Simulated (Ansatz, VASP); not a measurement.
Two plane-wave programs on TlPb2

File INCAR:

```
SYSTEM = TlPb2
PREC = Accurate
ENCUT = 520
EDIFF = 1E-6
ISMEAR = 0
SIGMA = 0.1
LREAL = .FALSE.
LASPH = .TRUE.
NELM = 80
ALGO = Fast
ISIF = 2
LWAVE = .FALSE.
LCHARG = .FALSE.
GGA = PE
NBANDS = 50
```

File KPOINTS:

```
Automatic mesh
0
G
  8 8 8
  0 0 0
```

POSCAR

```
TlPb2
1.0
    0.0000000000      4.4896087994      4.4896087994
    4.4896087994      0.0000000000      4.4896087994
    4.4896087994      4.4896087994      0.0000000000
Tl Pb
2 4
Direct
    0.0000000000      0.0000000000      0.0000000000
    0.2500000000      0.2500000000      0.2500000000
    0.6250000000      0.6250000000      0.6250000000
    0.1250000000      0.6250000000      0.6250000000
    0.6250000000      0.1250000000      0.6250000000
    0.6250000000      0.6250000000      0.1250000000
```

Input for Ansatz:

```yaml
crystal:
  lattice:
    - [0.0, 4.4896087994, 4.4896087994]
    - [4.4896087994, 0.0, 4.4896087994]
    - [4.4896087994, 4.4896087994, 0.0]
  atoms:
    - { symbol: Tl, position: [0.0, 0.0, 0.0] }
    - { symbol: Tl, position: [0.25, 0.25, 0.25] }
    - { symbol: Pb, position: [0.625, 0.625, 0.625] }
    - { symbol: Pb, position: [0.125, 0.625, 0.625] }
    - { symbol: Pb, position: [0.625, 0.125, 0.625] }
    - { symbol: Pb, position: [0.625, 0.625, 0.125] }
basis:
  ecutwfc: 420
kpoints:
  mp_grid: { grid: [8, 8, 8] }
hamiltonian:
  xc: pbe
scf:
  occupations: { method: gaussian, width: 0.1 }
output:
  forces: true
  stress: true
  eigenvalues: true
```

Alike in both runs: task single point; functional PBE; k mesh 8 × 8 × 8; occupations gaussian, width 0.1 eV; no spin polarisation.

|  | VASP | Ansatz |
| --- | --- | --- |
| version | VASP 6.6.1 | Ansatz 0.2.0 |
| potentials or method | VASP PAW PBE potentials, release 64 (Tl_d, Pb_d), cutoff 520 eV | scalar-relativistic, plane waves, PAW |
| valence electrons in the cell | 82 | 82 |

```tsv
	VASP	Ansatz	Ansatz less VASP
gap on the k mesh at the Fermi level (eV)	none	none	-
pressure (GPa)	5.2	5.3	+0.07
```

A gap of «none» marks a metal or a gap that the smearing closes. The functional is the same, so the differences come from potentials, cutoffs and numerics.

Spin-orbit coupling is off throughout.
